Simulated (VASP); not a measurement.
# C (Fmmm) in VASP: notebook, part 2 of 2

VASP 6.6.1. Earlier steps stand in the parts before.

**5. Single point, PBEsol+D3(BJ) (8.23 Å³/atom)**

This run uses another cell than the first one, of 8.23 Å³/atom.

Input file INCAR:

```
ALGO     = Normal         # electronic algorithm
EDIFF    = 1E-6           # SCF threshold, eV
ENCUT    = 520            # plane-wave cutoff, eV
GGA      = PS             # functional
ISIF     = 2              # what is computed and relaxed
ISMEAR   = 0              # smearing method
IVDW     = 12             # dispersion correction
LASPH    = T              # aspherical terms in the spheres
LCHARG   = F              # write CHGCAR
LREAL    = F              # projectors in reciprocal space
LWAVE    = F              # write WAVECAR
NBANDS   = 11             # bands
NELM     = 80             # most SCF steps
PREC     = Accurate       # precision mode
SIGMA    = 0.03           # smearing width, eV
```

Input file KPOINTS:

```
k-points
0
Gamma
  18 18 18
```

Input file POSCAR:

```
C
1.0
    0.0000000000      2.0476412856      3.3987845499
    1.1829887173      0.0000000000      3.3987845499
    1.1829887173      2.0476412856      0.0000000000
C
2
Direct
    0.1667066167      0.8332933833      0.1667066167
    0.8332933833      0.1667066167      0.8332933833
```

Potentials or basis: VASP PAW PBE potentials, release 64 (C).

On the command line:

```bash
$ cat potpaw_PBE.64/C/POTCAR > POTCAR
$ mpirun -np 1 vasp_std > vasp.out
```

OUTCAR:

```text
EDIFF = 1E-6
   ENCUT = 520
   GGA = PS
   ISIF = 2
   ISMEAR = 0
   IVDW = 12
   LASPH = T
   LREAL = F
   NELM = 80
   PREC = Accurate
 IVDW          = 12

 ion  position               nearest neighbor table
   1  0.167  0.833  0.167-   2 1.37   2 1.37   2 1.37
   2  0.833  0.167  0.833-   1 1.37   1 1.37   1 1.37

  LATTYP: Found a face centered orthorhombic cell.
 ALAT       =     2.3659774346
 B/A-ratio  =     1.7309051690
 C/A-ratio  =     2.8730489989

  Lattice vectors:

[... 523 lines left out ...]

------------------------ aborting loop because EDIFF is reached ----------------------------------------

 Edisp (eV)   -0.20811

 E8    (eV) :    -0.1012

  FORCE on cell =-STRESS in cart. coord.  units (eV):
  Direction    XX          YY          ZZ          XY          YZ          ZX
  --------------------------------------------------------------------------------------
  -------------------------------------------------------------------------------------
  Total       6.20440     6.22589    -0.10057     0.00000     0.00000     0.00000
  in kB     603.70172   605.79260    -9.78536     0.00000     0.00000     0.00000
  external pressure =      399.90 kB  Pullay stress =        0.00 kB

 VOLUME and BASIS-vectors are now :
 -----------------------------------------------------------------------------
  energy-cutoff  :      520.00
  volume of cell :       16.47
      direct lattice vectors                 reciprocal lattice vectors
     0.000000000  2.047641286  3.398784550    -0.422658300  0.244183395  0.147111414
     1.182988717  0.000000000  3.398784550     0.422658300 -0.244183395  0.147111414
     1.182988717  2.047641286  0.000000000     0.422658300  0.244183395 -0.147111414

 POSITION                                       TOTAL-FORCE (eV/Angst)
 -----------------------------------------------------------------------------------
      1.18299      0.68271      3.39878         0.000000     -0.002468      0.000000
      1.18299      3.41257      3.39878         0.000000      0.002468      0.000000
 -----------------------------------------------------------------------------------
    total drift:                               -0.000000      0.000000     -0.000000

  FREE ENERGIE OF THE ION-ELECTRON SYSTEM (eV)
  ---------------------------------------------------
  free  energy   TOTEN  =       -19.2615769212 eV

  energy  without entropy=      -19.2615709832  energy(sigma->0) =      -19.26157395
```

OSZICAR:

```text
N       E                     dE             d eps       ncg     rms          rms(c)
DAV:   1    -0.115876599726E+00   -0.11588E+00   -0.41771E+03 19505   0.651E+02
DAV:   2    -0.203185007878E+02   -0.20203E+02   -0.19453E+02 24870   0.123E+02
DAV:   3    -0.207513000486E+02   -0.43280E+00   -0.43187E+00 23986   0.144E+01
DAV:   4    -0.207527947564E+02   -0.14947E-02   -0.14946E-02 22170   0.103E+00
DAV:   5    -0.207528006864E+02   -0.59300E-05   -0.59297E-05 24441   0.587E-02    0.743E+00
DAV:   6    -0.194564930496E+02    0.12963E+01   -0.10996E+00 21688   0.620E+00    0.429E+00
DAV:   7    -0.190500481519E+02    0.40644E+00   -0.12135E+00 22377   0.657E+00    0.123E+00
DAV:   8    -0.190540257954E+02   -0.39776E-02   -0.32858E-02 21480   0.115E+00    0.192E-01
DAV:   9    -0.190534189898E+02    0.60681E-03   -0.11626E-03 22977   0.208E-01    0.812E-02
DAV:  10    -0.190534654991E+02   -0.46509E-04   -0.21331E-04 22086   0.995E-02    0.397E-02
DAV:  11    -0.190534664372E+02   -0.93816E-06   -0.92381E-06 22671   0.183E-02
   1 F= -.19261577E+02 E0= -.19261574E+02  d E =-.593800E-05
```

Wall time 74 s (1 thread of Intel Xeon 6975P-C (Granite Rapids), shared host); peak memory 0.25 GiB.

Results:

```
Free energy                : -19.2616 eV
Pressure                   : 40.0 GPa
Dispersion energy per atom : -0.104 eV
```

Forces in eV/Å, atoms in the order of the input:
```
C    0.000 -0.002  0.000
C    0.000  0.002  0.000
```

Stress tensor (GPa, compression positive):
```
60.37  0.00  0.00
 0.00 60.58  0.00
 0.00  0.00 -0.98
```

Caveat: the stress differs along the axes, from -1 to 61 GPa; the PAW data sets were made with another functional, which shifts forces and pressure a little.

**6. Single point, PBEsol+D3(BJ) (8.23 Å³/atom)**

This run uses another cell than the first one, of 8.23 Å³/atom.

Input file INCAR:

```
ALGO = Normal
EDIFF = 1E-7
ENCUT = 520
GGA = PS
ISIF = 2
ISMEAR = 0
IVDW = 12
LASPH = T
LCHARG = F
LREAL = F
LWAVE = F
NBANDS = 11
NELM = 80
PREC = Accurate
SIGMA = 0.03
```

KPOINTS is that of step 5.

Input file POSCAR:

```
C
1.0
    0.0000000000      2.0066218782      3.5391608745
    1.1592904765      0.0000000000      3.5391608745
    1.1592904765      2.0066218782      0.0000000000
C
2
Direct
    0.1667066167      0.8332933833      0.1667066167
    0.8332933833      0.1667066167      0.8332933833
```

Potentials or basis: VASP PAW PBE potentials, release 64 (C).

On the command line:

```bash
$ cat potpaw_PBE.64/C/POTCAR > POTCAR
$ mpirun -np 1 vasp_std > vasp.out
```

OUTCAR:

```text
EDIFF = 1E-7
   ENCUT = 520
   GGA = PS
   ISIF = 2
   ISMEAR = 0
   IVDW = 12
   LASPH = T
   LREAL = F
   NELM = 80
   PREC = Accurate
 IVDW          = 12

 ion  position               nearest neighbor table
   1  0.167  0.833  0.167-   2 1.34   2 1.34   2 1.34
   2  0.833  0.167  0.833-   1 1.34   1 1.34   1 1.34

  LATTYP: Found a face centered orthorhombic cell.
 ALAT       =     2.3185809530
 B/A-ratio  =     1.7309051690
 C/A-ratio  =     3.0528680656

  Lattice vectors:

 A1 = (   0.0000000000,   2.0066218782,   3.5391608745)
 A2 = (   1.1592904765,   0.0000000000,   3.5391608745)
 A3 = (   1.1592904765,   2.0066218782,   0.0000000000)

Analysis of symmetry for initial positions (statically):
=====================================================================
 Subroutine PRICEL returns:
 Original cell was already a primitive cell.

 Routine SETGRP: Setting up the symmetry group for a
 face centered orthorhombic supercell.

 Subroutine GETGRP returns: Found  8 space group operations
 (whereof  8 operations were pure point group operations)
 out of a pool of  8 trial point group operations.

The static configuration has the point symmetry D_2h.

Analysis of symmetry for dynamics (positions and initial velocities):
=====================================================================
 Subroutine PRICEL returns:
 Original cell was already a primitive cell.

 Routine SETGRP: Setting up the symmetry group for a
 face centered orthorhombic supercell.

 Subroutine GETGRP returns: Found  8 space group operations
 (whereof  8 operations were pure point group operations)
 out of a pool of  8 trial point group operations.

The dynamic configuration has the point symmetry D_2h.

 Subroutine INISYM returns: Found  8 space group operations
 (whereof  8 operations are pure point group operations),
 and found     1 'primitive' translations

[... 120 lines left out ...]
   LHFCALC =     F    Hartree Fock is set to
   AEXX    =    0.0000 exact exchange contribution
   IVDW    =    12    specifies the selected vdW correction
   LEPSILON=     F    determine dielectric tensor
   LRPA    =     F    only Hartree local field effects (RPA)
 non-spin polarized calculation
 Gauss-broadening in eV      SIGMA  =   0.03
  energy-cutoff  :      520.00
  volume of cell :       16.47
 maximum number of plane-waves:       461
   NGX = 15   NGY = 13   NGZ =  9

 number of electron       8.0000000 magnetization

 Free energy of the ion-electron system (eV)
  ---------------------------------------------------
  ext. energy  EPLUGINS =         0.00000000
  ---------------------------------------------------
  free energy    TOTEN  =       -18.74454995 eV

  energy without entropy =      -18.74453909  energy(sigma->0) =      -18.74454452

 E-fermi :   5.2678     XC(G=0): -10.5169

 val. band max:        5.2415045144   @ k =  -0.2778   0.0556   0.3333
 cond. band min:       5.2940445176   @ k =  -0.2222   0.1111   0.3333
 fundamental gap:      0.0525400032
 Fermi energy:         5.2677757419

 k-point     1 :       0.0000    0.0000    0.0000
  band No.  band energies     occupation
      1     -15.8191      2.00000
      2      -2.9720      2.00000
      3       2.4129      2.00000
      4       2.4180      2.00000
      5       8.2142      0.00000
      6      14.8693      0.00000
      7      14.8991      0.00000
      8      19.1266      0.00000
      9      22.4457      0.00000
     10      29.1183      0.00000
     11      30.1174      0.00000
[... 309 lines left out ...]
 k-point    24 :      -0.2222    0.0556    0.0000
  band No.  band energies     occupation
      1     -13.7885      2.00000
      2      -3.1930      2.00000
      3      -0.6666      2.00000
      4      -0.3182      2.00000
      5      11.0371      0.00000
      6      12.6715      0.00000
      7      15.0105      0.00000
      8      22.0909      0.00000
      9      24.3819      0.00000
     10      25.1639      0.00000
     11      30.4409      0.00000

 [... further k-points ...]

------------------------ aborting loop because EDIFF is reached ----------------------------------------

 Edisp (eV)   -0.19125

 E8    (eV) :    -0.0929

  FORCE on cell =-STRESS in cart. coord.  units (eV):
  Direction    XX          YY          ZZ          XY          YZ          ZX
  --------------------------------------------------------------------------------------
  -------------------------------------------------------------------------------------
  Total       9.57749     9.61540    -0.18848     0.00000     0.00000     0.00000
  in kB     931.91078   935.59914   -18.33980     0.00000     0.00000     0.00000
  external pressure =      616.39 kB  Pullay stress =        0.00 kB

 VOLUME and BASIS-vectors are now :
 -----------------------------------------------------------------------------
  energy-cutoff  :      520.00
  volume of cell :       16.47
      direct lattice vectors                 reciprocal lattice vectors
     0.000000000  2.006621878  3.539160874    -0.431298290  0.249174997  0.141276426
     1.159290477  0.000000000  3.539160874     0.431298290 -0.249174997  0.141276426
     1.159290477  2.006621878  0.000000000     0.431298290  0.249174997 -0.141276426

 POSITION                                       TOTAL-FORCE (eV/Angst)
 -----------------------------------------------------------------------------------
      1.15929      0.66903      3.53916         0.000000     -0.002431      0.000000
      1.15929      3.34421      3.53916         0.000000      0.002431      0.000000
 -----------------------------------------------------------------------------------
    total drift:                               -0.000000      0.000000     -0.000000

  FREE ENERGIE OF THE ION-ELECTRON SYSTEM (eV)
  ---------------------------------------------------
  free  energy   TOTEN  =       -18.9358025316 eV

  energy  without entropy=      -18.9357916699  energy(sigma->0) =      -18.93579710
```

OSZICAR:

```text
N       E                     dE             d eps       ncg     rms          rms(c)
DAV:   1     0.906656272575E+00    0.90666E+00   -0.41882E+03 19442   0.652E+02
DAV:   2    -0.203437202614E+02   -0.21250E+02   -0.20293E+02 24868   0.126E+02
DAV:   3    -0.207818504684E+02   -0.43813E+00   -0.43732E+00 23912   0.147E+01
DAV:   4    -0.207833776362E+02   -0.15272E-02   -0.15271E-02 22539   0.106E+00
DAV:   5    -0.207833842170E+02   -0.65808E-05   -0.65805E-05 24362   0.624E-02    0.801E+00
DAV:   6    -0.192299285382E+02    0.15535E+01   -0.12630E+00 21487   0.684E+00    0.462E+00
DAV:   7    -0.187390844806E+02    0.49084E+00   -0.14482E+00 22314   0.736E+00    0.138E+00
DAV:   8    -0.187455648801E+02   -0.64804E-02   -0.46927E-02 21566   0.138E+00    0.244E-01
DAV:   9    -0.187444939124E+02    0.10710E-02   -0.18317E-03 22835   0.265E-01    0.109E-01
DAV:  10    -0.187445426407E+02   -0.48728E-04   -0.40088E-04 22065   0.136E-01    0.492E-02
DAV:  11    -0.187445492706E+02   -0.66299E-05   -0.17984E-05 22266   0.267E-02    0.108E-02
DAV:  12    -0.187445500243E+02   -0.75374E-06   -0.61352E-07 22404   0.524E-03    0.477E-03
DAV:  13    -0.187445499540E+02    0.70364E-07   -0.34610E-07 22785   0.345E-03
   1 F= -.18935803E+02 E0= -.18935797E+02  d E =-.108617E-04
```

stdout:

```text
POSCAR found type information on POSCAR C
 POSCAR found :  1 types and       2 ions
 scaLAPACK will be used
 -----------------------------------------------------------------------------
|                                                                             |
|                                                                             |
|     You enforced a specific xc type in the INCAR file but a different       |
|     I HOPE YOU KNOW WHAT YOU ARE DOING!                                     |
|                                                                             |
 -----------------------------------------------------------------------------

 LDA part: xc-table for (Slater+PW92), standard interpolation
 POSCAR, INCAR and KPOINTS ok, starting setup
 FFT: planning ... GRIDC
 FFT: planning ... GRID_SOFT
 FFT: planning ... GRID
 WAVECAR not read
 entering main loop
```

Run time: 96 s. Hardware: 1 thread of Intel Xeon 6975P-C (Granite Rapids), shared host; peak memory 0.25 GiB.

What came out:

| Property | Result |
| --- | --- |
| Free energy | -18.9358 eV |
| Pressure | 61.6 GPa |
| Dispersion energy per atom | -0.096 eV |

Forces on the atoms (eV/Å):
```
C    0.000 -0.002  0.000
C    0.000  0.002  0.000
```

Stress tensor (GPa, compression positive):
```
93.19  0.00  0.00
 0.00 93.56  0.00
 0.00  0.00 -1.83
```

Caveat: the stress differs along the axes, from -2 to 94 GPa; the PAW data sets were made with another functional, which shifts forces and pressure a little.

**7. Summary**

| cell | pressure (GPa) |
| --- | --- |
| a = 3.643, b = 3.200, c = 2.465 Å, angles 78.9, 59.5, 41.6°, 2 atoms | 0.6 |
| a = 3.991, b = 3.653, c = 2.273 Å, angles 81.0, 64.7, 34.2°, 2 atoms | 88.6 |
| a = 4.177, b = 3.856, c = 2.271 Å, angles 81.5, 65.9, 32.5°, 2 atoms | 84.6 |
| a = 3.968, b = 3.599, c = 2.365 Å, angles 80.5, 63.5, 36.0°, 2 atoms | 40.0 |
| a = 4.068, b = 3.724, c = 2.317 Å, angles 81.0, 64.7, 34.2°, 2 atoms | 61.6 |

Alike in all rows: task single point; level PBEsol+D3(BJ); potentials or basis VASP PAW PBE potentials, release 64 (C); no spin polarisation; k mesh 18 × 18 × 18; cutoff (eV) 520; smearing gaussian 0.03 eV.

Caveats: the PAW data sets were made with another functional, which shifts forces and pressure a little; the stress differs along the axes, from -4 to 9 GPa (at least some runs); the stress differs along the axes, from -2 to 134 GPa (at least some runs); the stress differs along the axes, from -2 to 128 GPa (at least some runs); the stress differs along the axes, from -1 to 61 GPa (at least some runs); the stress differs along the axes, from -2 to 94 GPa (at least some runs).

Total energies depend on the potentials used, so only differences within one code and one set of settings carry meaning.
